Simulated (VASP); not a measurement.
The system is TaW.

```
Ta W
1.0
     1.61413   -2.30703    0.00000
     1.61413    2.30703    0.00000
     0.00000    0.00000    4.52140
Ta W
1 1
Cartesian
  0.0000 0.0000 0.0000
  1.6141 0.0000 2.2607
```

- Program: VASP 6.6.1
- Task: relaxation of volume and atoms at fixed shape
- Functional: LDA
- Potentials or basis: VASP PAW LDA potentials, release 64 (Ta_sv_GW, W_sv)
- Cutoff: 500 eV
- k mesh: 8 × 8 × 5
- Occupations: gaussian, width 0.05 eV
- Spin: no spin polarisation

At the start: pressure -9.7 GPa; volume 16.84 Å³/atom.

Where does the relaxation end?

Over 4 steps the energy falls by 19.3 meV/atom and the volume is 16.22 Å³/atom (-3.7 %); space group Cmmm (No. 65, to 0.1 Å) before and after.

The path:
```csv
step,energy change (eV),largest force (eV/Å),pressure (GPa),volume (Å³)
1,0.0000,0.0000,-9.70,33.67
2,0.3552,0.0000,39.73,28.95
3,-0.0386,0.0000,-0.49,32.49
4,-0.0387,0.0000,-0.05,32.44
```

Final structure:
```yaml
crystal:
  lattice:
    - [1.59423, -2.27859, 0.00000]
    - [1.59423, 2.27859, 0.00000]
    - [0.00000, 0.00000, 4.46566]
  atoms:
    - { symbol: Ta, position: [0.00000, 0.00000, 0.00000] }
    - { symbol: W, position: [0.50000, 0.50000, 0.50000] }
```
